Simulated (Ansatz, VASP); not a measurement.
**MgO in VASP and in Ansatz**

INCAR

```
SYSTEM = MgO
PREC     = Accurate       ! precision mode
ENCUT    = 600            ! plane-wave cutoff, eV
EDIFF    = 1E-6           ! SCF threshold, eV
ISMEAR   = 0              ! smearing method
SIGMA    = 0.05           ! smearing width, eV
LREAL    = .False.        ! projectors in reciprocal space
LASPH    = .True.         ! aspherical terms in the spheres
NELM     = 120            ! most SCF steps
ALGO     = Normal         ! electronic algorithm
ISIF     = 2              ! what is computed and relaxed
LWAVE    = .False.        ! write WAVECAR
LCHARG   = .True.         ! write CHGCAR
GGA      = PE             ! functional
LELF     = .True.         ! ELF
LVHAR    = .True.       
NBANDS   = 11             ! bands
GGA_COMPAT= .False.
```

The input KPOINTS:

```
regular mesh
0
Gamma
  10 10 10
  0 0 0
```

File POSCAR:

```
MgO
1.0
    0.0000000000      2.1351500000      2.1351500000
    2.1351500000      0.0000000000      2.1351500000
    2.1351500000      2.1351500000      0.0000000000
Mg O
1 1
Direct
    0.0000000000      0.0000000000      0.0000000000
    0.5000000000      0.5000000000      0.4668825712
```

Input for Ansatz:

```yaml
crystal:
  lattice:
    - [0.0, 2.13515, 2.13515]
    - [2.13515, 0.0, 2.13515]
    - [2.13515, 2.13515, 0.0]
  atoms:
    - { symbol: Mg, position: [0.0, 0.0, 0.0] }
    - { symbol: O, position: [0.5, 0.5, 0.4668825712] }
basis:
  ecutwfc: 420
kpoints:
  mp_grid: { grid: [10, 10, 10] }
hamiltonian:
  xc: pbe
scf:
  occupations: { method: gaussian, width: 0.05 }
output:
  forces: true
  stress: true
  eigenvalues: true
```

Change from the starting cell: all O atoms moved -0.100 Å, as atom 2 along Cartesian [1 1 0].

Alike in both runs: task single point; functional PBE; k mesh 10 × 10 × 10; occupations gaussian, width 0.05 eV; no spin polarisation.

|  | VASP | Ansatz |
| --- | --- | --- |
| version | VASP 6.6.1 | Ansatz 0.2.0 |
| potentials or method | VASP PAW PBE potentials, release 64 (Mg, O), cutoff 600 eV | scalar-relativistic, plane waves, PAW |
| valence electrons in the cell | 8 | 16 |

```csv
,VASP,Ansatz,Ansatz less VASP
gap on the k mesh at the Fermi level (eV),4.33,4.35,+0.016
least direct gap on the mesh (eV),4.33,4.35,+0.016
pressure (GPa),-1.8,-0.9,+0.94
"traceless stress, the component that is largest in VASP (GPa)",-1.02,-1.01,+0.010
rms of the force components (eV/Å),0.264,0.261,-0.0033
```

Atom by atom the forces differ by 0.003 eV/Å (rms over components). VASP's potentials hold 8 valence electrons a cell and Ansatz's 16, so a difference there can come from the potentials and not from the codes.
